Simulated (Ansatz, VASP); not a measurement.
## K in VASP and in Ansatz

```
K
1.0
     2.34911   -4.02431    0.00000
     2.34911    4.02431    0.00000
     0.00000    0.00000    7.52804
K
2
Direct
  0.83090 0.16910 0.25000
  0.16910 0.83090 0.75000
```

Alike in both runs: functional PBEsol; k mesh 10 × 10 × 6; occupations gaussian, width 0.1 eV; no spin polarisation.

Ansatz relaxed the structure, and its values are those at the end. VASP's run is a single point on that final structure, the one shown.

|  | VASP | Ansatz |
| --- | --- | --- |
| version | VASP 6.6.1 | Ansatz 0.2.0 |
| potentials or method | VASP PAW PBE potentials, release 64 (K_sv), cutoff 520 eV | scalar-relativistic, plane waves, PAW |
| valence electrons in the cell | 18 | 18 |

```csv
,VASP,Ansatz,Ansatz less VASP
gap on the k mesh at the Fermi level (eV),none,none,-
pressure (GPa),0.0,0.0,+0.01
```

VASP's potentials were made for PBE, not for PBEsol. A gap of «none» marks a metal or a gap that the smearing closes.
